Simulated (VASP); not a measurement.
The system is Lu3Si.

```xyz
4
Lattice="4.5414 0.0000 0.0000 0.0000 4.5414 0.0000 0.0000 0.0000 4.5414" Properties=species:S:1:pos:R:3 pbc="T T T"
Lu    2.2707    2.2707    0.0000
Lu    2.2707    0.0000    2.2707
Lu    0.0000    2.2707    2.2707
Si    0.0000    0.0000    0.0000
```

Base run:

- Program: VASP 6.6.1
- Functional: PBE
- Potentials or basis: VASP PAW PBE potentials, release 64 (Lu, Si)
- Cutoff: 520 eV
- k mesh: 5 × 5 × 5
- Occupations: gaussian, width 0.1 eV
- Spin: no spin polarisation

Its results: band gap on the k mesh zero (an odd number of electrons rules out a gap without spin polarisation); pressure -0.5 GPa.

Question: The run is repeated on the same cell with these changes: k mesh from 5 × 5 × 5 to 10 × 10 × 10; further incar settings from ALGO = Normal; EDIFF = 1e-07; NBANDS = 48 to ALGO = Fast; EDIFF = 1e-07; NBANDS = 48. What comes out?

Answer: Band gap on the k mesh zero (an odd number of electrons rules out a gap without spin polarisation); pressure -1.0 GPa.

Caveats: spin-orbit coupling is left out, which moves the levels of the heavy elements.
